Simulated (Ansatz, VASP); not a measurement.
**One calculation of TlBr, two programs**

```
CELL_PARAMETERS angstrom
4.05283 0.00000 0.00000
0.00000 5.73157 0.00000
0.00000 0.00000 23.59735
ATOMIC_POSITIONS crystal
Tl 0.00000 0.50000 0.32311
Tl 0.00000 0.00000 0.43577
Tl 0.00000 0.50000 0.56422
Tl 0.00000 0.00000 0.67687
Br 0.50000 0.00000 0.32194
Br 0.50000 0.50000 0.43518
Br 0.50000 0.00000 0.56484
Br 0.50000 0.50000 0.67807
```

Alike in both runs: functional PBE; k mesh 7 × 5 × 1; occupations gaussian, width 0.05 eV; no spin polarisation.

Ansatz relaxed the structure, and its values are those at the end. VASP's run is a single point on that final structure, the one shown.

```csv
,VASP,Ansatz
version,VASP 6.6.1,Ansatz 0.2.0
potentials or method,"VASP PAW PBE potentials, release 64 (Tl_d, Br), cutoff 520 eV","scalar-relativistic, plane waves, PAW"
valence electrons in the cell,80,80
```

```tsv
	VASP	Ansatz	Ansatz less VASP
gap on the k mesh at the Fermi level (eV)	2.54	2.54	-0.003
least direct gap on the mesh (eV)	2.62	2.62	-0.004
rms of the force components (eV/Å)	0.004	0.004	-0.0004
```

Spin-orbit coupling is off throughout.
